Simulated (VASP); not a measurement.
Si2Mo, 6 atoms in the cell. Symmetry: I4/mmm, No. 139, tetragonal system. Conventional cell: a = 3.334 Å, b = 3.334 Å, c = 7.713 Å, α = 90.00°, β = 90.00°, γ = 90.00°. Within 3.4 Å of Si (site symmetry 4mm) lie 9 Si at 2.54 to 3.33 Å and 5 Mo at 2.59 to 2.68 Å. Mo (site symmetry 4/mmm) has 10 Si at 2.59 to 2.68 Å and 4 Mo at 3.33 Å within 3.4 Å.  This cell differs from its parent crystal: biaxial strain in the a-b plane: +4.5 %, then relaxed in part.

* Program: VASP 6.6.1
* Task: single point
* Functional: PBEsol
* Potentials or basis: VASP PAW PBE potentials, release 64 (Si, Mo_sv)
* Cutoff: 520 eV
* k mesh: 12 × 12 × 6
* Occupations: gaussian, width 0.1 eV
* Spin: no spin polarisation
* Dipole correction: no
* Further INCAR settings: ALGO = Normal; EDIFF = 1e-07; NBANDS = 31

Potentials or basis: VASP PAW PBE potentials, release 64 (Si, Mo_sv).

Run with:

```bash
$ cat potpaw_PBE.64/Si/POTCAR potpaw_PBE.64/Mo_sv/POTCAR > POTCAR
$ mpirun -np 1 vasp_std > vasp.out
```

Hardware: 1 thread of Intel(R) Xeon(R) Platinum 8488C (Sapphire Rapids) (shared host).

**Question.** How long does it take, and how much memory?

**Answer.** Wall time 3.5 min on 1 thread of Intel(R) Xeon(R) Platinum 8488C (Sapphire Rapids), on a shared host, peak memory 0.36 GiB. Counts: scf iterations 15, k points 112.
